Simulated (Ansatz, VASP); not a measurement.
# One calculation of Si2Se, two programs

```
Si Se
1.0
     5.85715    0.00000   -0.03327
     0.00000    3.82391    0.00000
    -1.37452    0.00000    6.59635
Si Se
4 2
Direct
  0.69719 0.00000 0.35399
  0.94449 0.50000 0.40354
  0.71093 0.00000 0.69536
  0.15745 0.50000 0.73381
  0.57185 0.50000 0.87536
  0.08476 0.00000 0.93793
```

Change from the starting cell: the structure that the rattled cell fell into.

Alike in both runs: functional PBE; k mesh 4 × 4 × 4; occupations gaussian, width 0.1 eV; no spin polarisation.

Ansatz relaxed the structure, and its values are those at the end. VASP's run is a single point on that final structure, the one shown.

|  | VASP | Ansatz |
| --- | --- | --- |
| version | VASP 6.6.1 | Ansatz 0.2.0 |
| potentials or method | VASP PAW PBE potentials, release 64 (Si, Se), cutoff 520 eV | scalar-relativistic, plane waves, PAW |
| valence electrons in the cell | 28 | 48 |

Ansatz gave:

- gap on the k mesh at the Fermi level (eV): 0.26
- least direct gap on the mesh (eV): 0.86
- pressure (GPa): 0.0
- rms of the force components (eV/Å): 0.010

Q: Estimate VASP's values.

A: gap on the k mesh at the Fermi level (eV): 0.26; least direct gap on the mesh (eV): 0.86; pressure (GPa): 0.0; rms of the force components (eV/Å): 0.012.

VASP's potentials hold 28 valence electrons a cell and Ansatz's 48, so a difference there can come from the potentials and not from the codes.
